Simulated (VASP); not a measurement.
# MgWSe3 (Pm-3m) in VASP: further runs

MgWSe3 is run at these levels: PBE; tasks: single point, relaxation of cell and atoms.

Program: VASP 6.6.1. These are calculated values, not measurements. Logs are shortened: lines on timing, memory, paths and dates and some standing lists are left out, and cuts for length are marked.

### Step 1. The cell of the first run

Symmetry: Pm-3m, No. 221, cubic system. The conventional cell has a = 4.976 Å, b = 4.976 Å, c = 4.976 Å, α = 90.00°, β = 90.00°, γ = 90.00°. Mg (site symmetry m-3m) has 6 Se at 2.49 Å within 3.3 Å. Within 4.6 Å of W (site symmetry m-3m) lie 12 Se at 3.52 Å and 8 Mg at 4.31 Å. Within 3.3 Å of Se (site symmetry 4/mmm) lie 2 Mg at 2.49 Å.

### Step 2. Single point, PBE

Contents of INCAR:

```
PREC = Accurate ; ENCUT = 520
EDIFF = 1E-7 ; ISMEAR = 0
SIGMA = 0.1 ; LREAL = False
LASPH = True ; NELM = 100
ALGO = Normal ; ISIF = 2
LWAVE = False ; LCHARG = False
GGA = PE ; NBANDS = 25
```

Contents of KPOINTS:

```
Automatic mesh
0
Gamma
  4 4 4
```

Contents of POSCAR:

```
MgWSe3
1.0
    4.9763973900      0.0000000000      0.0000000000
    0.0000000000      4.9763973900      0.0000000000
    0.0000000000      0.0000000000      4.9763973900
Mg W Se
1 1 3
Direct
    0.0000000000      0.0000000000      0.0000000000
    0.5000000000      0.5000000000      0.5000000000
    0.5000000000      0.0000000000      0.0000000000
    0.0000000000      0.5000000000      0.0000000000
    0.0000000000      0.0000000000      0.5000000000
```

Potentials or basis: VASP PAW PBE potentials, release 64 (Mg, W_sv, Se).

The run is started by

```bash
$ cat potpaw_PBE.64/Mg/POTCAR potpaw_PBE.64/W_sv/POTCAR potpaw_PBE.64/Se/POTCAR > POTCAR
$ mpirun -np 1 vasp_std > vasp.out
```

OUTCAR:

```text
PREC = Accurate
   ENCUT = 520
   EDIFF = 1E-7
   ISMEAR = 0
   LREAL = False
   LASPH = True
   NELM = 100
   ISIF = 2
   GGA = PE

 ion  position               nearest neighbor table
   1  0.000  0.000  0.000-   3 2.49   4 2.49   5 2.49   5 2.49   4 2.49   3 2.49
   2  0.500  0.500  0.500-
   3  0.500  0.000  0.000-   1 2.49   1 2.49
   4  0.000  0.500  0.000-   1 2.49   1 2.49
   5  0.000  0.000  0.500-   1 2.49   1 2.49

  LATTYP: Found a simple cubic cell.
 ALAT       =     4.9763973900

  Lattice vectors:

 A1 = (   4.9763973900,   0.0000000000,   0.0000000000)
 A2 = (   0.0000000000,   4.9763973900,   0.0000000000)
 A3 = (   0.0000000000,   0.0000000000,   4.9763973900)

Analysis of symmetry for initial positions (statically):
=====================================================================
 Subroutine PRICEL returns:
 Original cell was already a primitive cell.

 Routine SETGRP: Setting up the symmetry group for a
 simple cubic supercell.

 Subroutine GETGRP returns: Found 48 space group operations
 (whereof 48 operations were pure point group operations)
 out of a pool of 48 trial point group operations.

The static configuration has the point symmetry O_h .

Analysis of symmetry for dynamics (positions and initial velocities):
=====================================================================
 Subroutine PRICEL returns:
 Original cell was already a primitive cell.

 Routine SETGRP: Setting up the symmetry group for a
 simple cubic supercell.

 Subroutine GETGRP returns: Found 48 space group operations
 (whereof 48 operations were pure point group operations)
 out of a pool of 48 trial point group operations.

The dynamic configuration has the point symmetry O_h .

 Subroutine INISYM returns: Found 48 space group operations
 (whereof 48 operations are pure point group operations),
 and found     1 'primitive' translations

----------------------------------------------------------------------------------------

                                     Primitive cell

  volume of cell :     123.2381

  direct lattice vectors                    reciprocal lattice vectors
     4.976397390  0.000000000  0.000000000     0.200948582  0.000000000  0.000000000
     0.000000000  4.976397390  0.000000000     0.000000000  0.200948582  0.000000000
[... 74 lines left out ...]
   ENCUT  =  520.0 eV  38.22 Ry    6.18 a.u.   9.25  9.25  9.25*2*pi/ulx,y,z
   NELM   =    100;   NELMIN=  2; NELMDL= -5     # of ELM steps
   EDIFF  = 0.1E-06   stopping-criterion for ELM
   LREAL  =      F    real-space projection
   EDIFFG = 0.1E-05   stopping-criterion for IOM
   NSW    =      0    number of steps for IOM
   IBRION =     -1    ionic relax: 0-MD 1-quasi-New 2-CG
   NFREE  =      0    steps in history (QN), initial steepest desc. (CG)
   ISIF   =      2    stress and relaxation
   ISYM   =      2    0-nonsym 1-usesym 2-fastsym
   POTIM  = 0.5000    time-step for ionic-motion
   TEBEG  =    0.0;   TEEND  =   0.0 temperature during run
   PSTRESS=    0.0 pullay stress
   NELECT =      34.0000    total number of electrons
   NUPDOWN=      -1.0000    fix difference up-down
   EMIN   =  10.00;   EMAX   =-10.00  energy-range for DOS
   EFERMI =   0.00;   METHOD = LEGACY
   ISMEAR =     0;   SIGMA  =   0.10  broadening in eV -4-tet -1-fermi 0-gaus
   EFERMI_NEDOS =   21; number of points for ismear=-14 and -15
   IALGO  =     38    algorithm
   IMIX   =      4    mixing-type and parameters
     AMIX     =   0.40;   BMIX     =  1.00
     AMIX_MAG =   1.60;   BMIX_MAG =  1.00
  volume/ion in A,a.u.               =      24.65       166.33
  Fermi-wavevector in a.u.,A,eV,Ry     =   1.065744  2.013963 15.453627  1.135810
  Thomas-Fermi vector in A             =   2.201305
   LORBIT       =      0    0 simple, 1 ext, 2 COOP (PROOUT), +10 PAW based schemes
   GGA     = PE    functional components
   LHFCALC =     F    Hartree Fock is set to
   AEXX    =    0.0000 exact exchange contribution
   IVDW    =     0    specifies the selected vdW correction
   LEPSILON=     F    determine dielectric tensor
   LRPA    =     F    only Hartree local field effects (RPA)
 non-spin polarized calculation
 Gauss-broadening in eV      SIGMA  =   0.10
  energy-cutoff  :      520.00
  volume of cell :      123.24
 maximum number of plane-waves:      3362
 NGX is ok and might be reduce to    40
   NGX = 19   NGY = 19   NGZ = 19

 number of electron      33.9999997 magnetization

 Free energy of the ion-electron system (eV)
  ---------------------------------------------------
  ext. energy  EPLUGINS =         0.00000000
  ---------------------------------------------------
  free energy    TOTEN  =       -19.19322334 eV

  energy without entropy =      -19.15206456  energy(sigma->0) =      -19.17264395

 E-fermi :   3.1755     XC(G=0):  -9.5913

 val. band max:        3.1709640823   @ k =   0.5000   0.5000   0.5000
 cond. band min:       3.1958900030   @ k =   0.5000   0.0000   0.0000
 fundamental gap:      0.0249259207
 Fermi energy:         3.1754627222

 k-point     1 :       0.0000    0.0000    0.0000
  band No.  band energies     occupation
      1     -71.7655      2.00000
      2     -35.8381      2.00000
      3     -35.8381      2.00000
      4     -35.8381      2.00000
      5     -10.1656      2.00000
      6      -8.3512      2.00000
[... 269 lines left out ...]
     24       9.4134      0.00000
     25       9.4134      0.00000

------------------------ aborting loop because EDIFF is reached ----------------------------------------

  FORCE on cell =-STRESS in cart. coord.  units (eV):
  Direction    XX          YY          ZZ          XY          YZ          ZX
  --------------------------------------------------------------------------------------
  -------------------------------------------------------------------------------------
  Total       -3.9065703     -3.9065703     -3.9065703     -0.0000000     -0.0000000      0.0000000
  in kB      -50.7879945    -50.7879945    -50.7879945     -0.0000000     -0.0000000      0.0000000
  external PRESSURE =     -50.7879945 kB  Pullay stress =       0.0000000 kB

 VOLUME and BASIS-vectors are now :
 -----------------------------------------------------------------------------
  energy-cutoff  :      520.00
  volume of cell :      123.24
      direct lattice vectors                 reciprocal lattice vectors
     4.976397390  0.000000000  0.000000000     0.200948582  0.000000000  0.000000000
     0.000000000  4.976397390  0.000000000     0.000000000  0.200948582  0.000000000
     0.000000000  0.000000000  4.976397390     0.000000000  0.000000000  0.200948582

 POSITION                                       TOTAL-FORCE (eV/Angst)
 -----------------------------------------------------------------------------------
      0.00000      0.00000      0.00000         0.000000      0.000000      0.000000
      2.48820      2.48820      2.48820         0.000000      0.000000      0.000000
      2.48820      0.00000      0.00000         0.000000      0.000000      0.000000
      0.00000      2.48820      0.00000         0.000000      0.000000      0.000000
      0.00000      0.00000      2.48820         0.000000      0.000000      0.000000
 -----------------------------------------------------------------------------------
    total drift:                               -0.000000      0.000000     -0.000000

  FREE ENERGIE OF THE ION-ELECTRON SYSTEM (eV)
  ---------------------------------------------------
  free  energy   TOTEN  =       -19.1932233437 eV

  energy  without entropy=      -19.1520645631  energy(sigma->0) =      -19.17264395
```

Wall time 26 s (1 thread of Intel Xeon 6975P-C (Granite Rapids), shared host); peak memory 0.25 GiB.

Results:

```yaml
Free_energy: -19.1932 eV
Pressure: -5.1 GPa
Band_gap_on_the_k_mesh: zero (band 17 reaches 3.40 eV, above the bottom of band 18 at 2.97 eV)
```

Caveat: spin-orbit coupling is left out, which moves the levels of the heavy elements.

### Step 3. Single point, PBE

This run uses another cell than the first one, of 22.21 Å³/atom, 0.901 times its volume.

Contents of INCAR:

```
SYSTEM = MgWSe3
PREC     = Accurate       ! precision mode
ENCUT    = 520            ! plane-wave cutoff, eV
EDIFF    = 1E-6           ! SCF threshold, eV
ISMEAR   = 0              ! smearing method
SIGMA    = 0.1            ! smearing width, eV
LREAL    = .False.        ! projectors in reciprocal space
LASPH    = .True.         ! aspherical terms in the spheres
NELM     = 100            ! most SCF steps
ALGO     = Normal         ! electronic algorithm
ISIF     = 2              ! what is computed and relaxed
LWAVE    = .False.        ! write WAVECAR
LCHARG   = .False.        ! write CHGCAR
GGA      = PE             ! functional
NBANDS   = 25             ! bands
```

Contents of KPOINTS:

```
regular mesh
0
Gamma
  4 4 4
  0 0 0
```

POSCAR: that of step 2 with these lines changed.

```diff
@@ -2,5 +2,5 @@
 1.0
-    4.9763973900      0.0000000000      0.0000000000
-    0.0000000000      4.9763973900      0.0000000000
-    0.0000000000      0.0000000000      4.9763973900
+    4.8066793831      0.0000000000      0.0000000000
+    0.0000000000      4.8066793831      0.0000000000
+    0.0000000000      0.0000000000      4.8066793831
 Mg W Se
```

Potentials or basis: VASP PAW PBE potentials, release 64 (Mg, W_sv, Se).

The run is started by

```bash
$ cat potpaw_PBE.64/Mg/POTCAR potpaw_PBE.64/W_sv/POTCAR potpaw_PBE.64/Se/POTCAR > POTCAR
$ mpirun -np 1 vasp_std > vasp.out
```

OUTCAR:

```text
SYSTEM = MgWSe3
   PREC = Accurate
   ENCUT = 520
   EDIFF = 1E-6
   ISMEAR = 0
   LREAL = .False.
   LASPH = .True.
   NELM = 100
   ISIF = 2
   GGA = PE

 ion  position               nearest neighbor table
   1  0.000  0.000  0.000-   3 2.40   4 2.40   5 2.40   5 2.40   4 2.40   3 2.40
   2  0.500  0.500  0.500-
   3  0.500  0.000  0.000-   1 2.40   1 2.40
   4  0.000  0.500  0.000-   1 2.40   1 2.40
   5  0.000  0.000  0.500-   1 2.40   1 2.40

[... 466 lines left out ...]
  --------------------------------------------------------------------------------------
  -------------------------------------------------------------------------------------
  Total        0.1630887      0.1630887      0.1630887      0.0000000     -0.0000000     -0.0000000
  in kB        2.3528764      2.3528764      2.3528764      0.0000000     -0.0000000     -0.0000000
  external PRESSURE =       2.3528764 kB  Pullay stress =       0.0000000 kB

 VOLUME and BASIS-vectors are now :
 -----------------------------------------------------------------------------
  energy-cutoff  :      520.00
  volume of cell :      111.05
      direct lattice vectors                 reciprocal lattice vectors
     4.806679383  0.000000000  0.000000000     0.208043832  0.000000000  0.000000000
     0.000000000  4.806679383  0.000000000     0.000000000  0.208043832  0.000000000
     0.000000000  0.000000000  4.806679383     0.000000000  0.000000000  0.208043832

 POSITION                                       TOTAL-FORCE (eV/Angst)
 -----------------------------------------------------------------------------------
      0.00000      0.00000      0.00000         0.000000      0.000000      0.000000
      2.40334      2.40334      2.40334         0.000000      0.000000      0.000000
      2.40334      0.00000      0.00000         0.000000      0.000000      0.000000
      0.00000      2.40334      0.00000         0.000000      0.000000      0.000000
      0.00000      0.00000      2.40334         0.000000      0.000000      0.000000
 -----------------------------------------------------------------------------------
    total drift:                                0.000000      0.000000      0.000000

  FREE ENERGIE OF THE ION-ELECTRON SYSTEM (eV)
  ---------------------------------------------------
  free  energy   TOTEN  =       -19.3970857395 eV

  energy  without entropy=      -19.3615247408  energy(sigma->0) =      -19.37930524
```

OSZICAR:

```text
N       E                     dE             d eps       ncg     rms          rms(c)
DAV:   1     0.215787927425E+03    0.21579E+03   -0.17216E+04   580   0.123E+03
DAV:   2    -0.897093391859E+01   -0.22476E+03   -0.21276E+03   584   0.275E+02
DAV:   3    -0.245393635517E+02   -0.15568E+02   -0.15159E+02   641   0.665E+01
DAV:   4    -0.248315979185E+02   -0.29223E+00   -0.29169E+00   526   0.978E+00
DAV:   5    -0.248347464500E+02   -0.31485E-02   -0.31452E-02   637   0.111E+00    0.120E+01
DAV:   6    -0.303084353058E+02   -0.54737E+01   -0.37473E+01   538   0.238E+01    0.217E+01
DAV:   7    -0.199093115945E+02    0.10399E+02   -0.17650E+01   538   0.263E+01    0.515E+00
DAV:   8    -0.194275118831E+02    0.48180E+00   -0.16863E+00   530   0.548E+00    0.193E+00
DAV:   9    -0.194349672106E+02   -0.74553E-02   -0.20801E-01   574   0.211E+00    0.184E+00
DAV:  10    -0.195633957021E+02   -0.12843E+00   -0.74310E-01   540   0.299E+00    0.246E+00
DAV:  11    -0.193996120107E+02    0.16378E+00   -0.13176E-01   545   0.171E+00    0.410E-01
DAV:  12    -0.193970405208E+02    0.25715E-02   -0.79597E-03   575   0.411E-01    0.607E-02
DAV:  13    -0.193972759739E+02   -0.23545E-03   -0.44165E-04   572   0.963E-02    0.116E-01
DAV:  14    -0.193970860367E+02    0.18994E-03   -0.19552E-04   538   0.684E-02    0.183E-02
DAV:  15    -0.193970862049E+02   -0.16819E-06   -0.17361E-05   537   0.179E-02    0.931E-03
DAV:  16    -0.193970857395E+02    0.46537E-06   -0.14566E-06   357   0.562E-03
   1 F= -.19397086E+02 E0= -.19379305E+02  d E =-.355610E-01
```

Run time: 22 s. Hardware: 1 thread of Intel Xeon 6975P-C (Granite Rapids), shared host; peak memory 0.21 GiB.

What came out:

| Property | Result |
| --- | --- |
| Free energy | -19.3971 eV |
| Pressure | 0.2 GPa |
| Band gap on the k mesh | zero (band 17 reaches 4.40 eV, above the bottom of band 18 at 3.85 eV) |

Levels at points of the mesh, in eV from the Fermi level:
| k point | band 13 | band 14 | band 15 | band 16 | band 17 | band 18 | band 19 | band 20 | band 21 | band 22 |
| --- | --- | --- | --- | --- | --- | --- | --- | --- | --- | --- |
| (0.00, 0.00, 0.00) | -0.87 | -0.87 | -0.45 | -0.45 | -0.29 | -0.29 | -0.29 | 0.01 | 0.01 | 0.01 |
| (0.50, 0.00, 0.00) | -2.11 | -2.11 | -0.90 | -0.90 | -0.21 | 0.02 | 1.43 | 1.55 | 1.55 | 2.65 |
| (0.50, 0.50, 0.00) | -2.20 | -2.20 | -0.41 | -0.40 | -0.15 | 0.09 | 1.39 | 1.39 | 1.64 | 2.43 |
| (0.50, 0.50, 0.50) | -0.34 | -0.34 | 0.02 | 0.02 | 0.02 | 0.14 | 0.14 | 0.85 | 0.85 | 0.85 |

Caveat: spin-orbit coupling is left out, which moves the levels of the heavy elements.

### Step 4. Relaxation of cell and atoms, PBE

Contents of INCAR:

```
SYSTEM = MgWSe3
  ALGO = Normal
  EDIFF = 1E-6
  EDIFFG = -0.04
  ENCUT = 600
  GGA = PE
  IBRION = 2
  ISIF = 3
  ISMEAR = 0
  LASPH = .True.
  LCHARG = .False.
  LREAL = .False.
  LWAVE = .False.
  NELM = 100
  NSW = 90
  PREC = Accurate
  SIGMA = 0.1
```

Contents of KPOINTS:

```
k-points
0
Gamma
  4 4 4
  0 0 0
```

POSCAR: that of step 3 with these lines changed.

```diff
@@ -2,5 +2,5 @@
 1.0
-    4.8066793831      0.0000000000      0.0000000000
-    0.0000000000      4.8066793831      0.0000000000
-    0.0000000000      0.0000000000      4.8066793831
+    4.9763973900      0.0000000000      0.0000000000
+    0.0000000000      4.9763973900      0.0000000000
+    0.0000000000      0.0000000000      4.9763973900
 Mg W Se
```

The run is started by

```bash
$ cat potpaw_PBE.64/Mg/POTCAR potpaw_PBE.64/W_sv/POTCAR potpaw_PBE.64/Se/POTCAR > POTCAR
$ mpirun -np 1 vasp_std > vasp.out
```

Run time: 70 s. Hardware: 1 thread of Intel Xeon 6975P-C (Granite Rapids), shared host; peak memory 0.27 GiB.

The run converged. Its results:

```
Free energy                            : -19.3974 eV
Relaxed volume                         : 22.28 Å³/atom
Relaxed cell                           : a = 4.812 Å, b = 4.812 Å, c = 4.812 Å, α = 90.00°, β = 90.00°, γ = 90.00°
Space group after relaxing (to 0.05 Å) : Pm-3m (No. 221)
Energy gained by relaxing              : 41.2 meV/atom
Ionic steps                            : 3
Pressure after relaxing                : 0.0 GPa
```

The path:
| step | energy change (eV) | largest force (eV/Å) | pressure (GPa) | volume (Å³) |
| --- | --- | --- | --- | --- |
| 1 | 0.0000 | 0.0000 | -5.04 | 123.24 |
| 2 | -0.2017 | 0.0000 | 0.91 | 109.92 |
| 3 | -0.2059 | 0.0000 | 0.02 | 111.40 |

Final structure:
```xyz
5
Lattice="4.8117 0.0000 0.0000 0.0000 4.8117 0.0000 0.0000 0.0000 4.8117" Properties=species:S:1:pos:R:3 pbc="T T T"
Mg    0.0000    0.0000    0.0000
W     2.4059    2.4059    2.4059
Se    2.4059    0.0000    0.0000
Se    0.0000    2.4059    0.0000
Se    0.0000    0.0000    2.4059
```

Levels at points of the mesh, in eV from the Fermi level:
| k point | band 13 | band 14 | band 15 | band 16 | band 17 | band 18 | band 19 | band 20 | band 21 |
| --- | --- | --- | --- | --- | --- | --- | --- | --- | --- |
| (0.00, 0.00, 0.00) | -0.88 | -0.88 | -0.45 | -0.45 | -0.29 | -0.29 | -0.29 | 0.00 | 0.00 |
| (0.50, 0.00, 0.00) | -2.11 | -2.11 | -0.90 | -0.90 | -0.21 | 0.02 | 1.42 | 1.54 | 1.54 |
| (0.50, 0.50, 0.00) | -2.20 | -2.20 | -0.42 | -0.40 | -0.15 | 0.09 | 1.38 | 1.38 | 1.62 |
| (0.50, 0.50, 0.50) | -0.35 | -0.35 | 0.02 | 0.02 | 0.02 | 0.14 | 0.14 | 0.84 | 0.84 |

Caveat: the bands computed are all filled at some k points, so no gap is given; spin-orbit coupling is left out, which moves the levels of the heavy elements.

### Step 5. The runs side by side

| task | cell | cutoff (eV) | gap on the mesh (eV) | pressure (GPa) |
| --- | --- | --- | --- | --- |
| single point | a = 4.976 Å, 5 atoms | 520 | none | -5.1 |
| single point | a = 4.807 Å, 5 atoms | 520 | none | 0.2 |
| relaxation of cell and atoms | relaxed from a = 4.976 Å, 5 atoms | 600 | - | 0.0 |

Alike in all rows: level PBE; potentials or basis VASP PAW PBE potentials, release 64 (Mg, W_sv, Se); no spin polarisation; k mesh 4 × 4 × 4; smearing gaussian 0.1 eV.

Caveats: spin-orbit coupling is left out, which moves the levels of the heavy elements; the bands computed are all filled at some k points, so no gap is given (some runs).

Absolute energies hang on the potentials; compare differences alone.
